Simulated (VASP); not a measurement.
Input of a VASP 6.6.1 run:

INCAR

```
SYSTEM = BaTiO3
PREC = Accurate ; ENCUT = 520
EDIFF = 1E-7 ; ISMEAR = 0
SIGMA = 0.02 ; LREAL = .False.
LASPH = .True. ; NELM = 100
ALGO = Normal ; ISIF = 2
LWAVE = .False. ; LCHARG = .False.
GGA = PS ; NBANDS = 28
```

Contents of KPOINTS:

```
Automatic mesh
0
Gamma
  8 8 8
  0 0 0
```

POSCAR

```
BaTiO3
1.0
    4.1334854956      0.0000000000      0.0000000000
    0.0000000000      4.1334854956      0.0000000000
    0.0000000000      0.0000000000      3.9348505368
Ba Ti O
1 1 3
Direct
    0.5000000000      0.5000000000      0.5768251875
    0.0000000000      0.0000000000      0.0856002311
    0.0000000000      0.5000000000      0.0675449126
    0.5000000000      0.0000000000      0.0675449126
    0.0000000000      0.0000000000      0.5624817462
```

Potentials or basis: VASP PAW PBE potentials, release 64 (Ba_sv, Ti_sv, O).

Command:

```bash
$ cat potpaw_PBE.64/Ba_sv/POTCAR potpaw_PBE.64/Ti_sv/POTCAR potpaw_PBE.64/O/POTCAR > POTCAR
$ mpirun -np 1 vasp_std > vasp.out
```

Predict the pressure.

-8.4 GPa.

Predict the band gap on the k mesh.

1.57 eV, indirect (least direct gap 1.81 eV).

Stress tensor (GPa, compression positive):
```
-11.50   0.00   0.00
  0.00 -11.50   0.00
  0.00   0.00  -2.22
```

Caveat: the cell differs from its parent crystal (biaxial strain in the a-b plane: +4.5 %); the PAW data sets were made with another functional, which shifts forces and pressure a little; spin-orbit coupling is left out, which moves the levels of the heavy elements. A k mesh can miss the band edges.
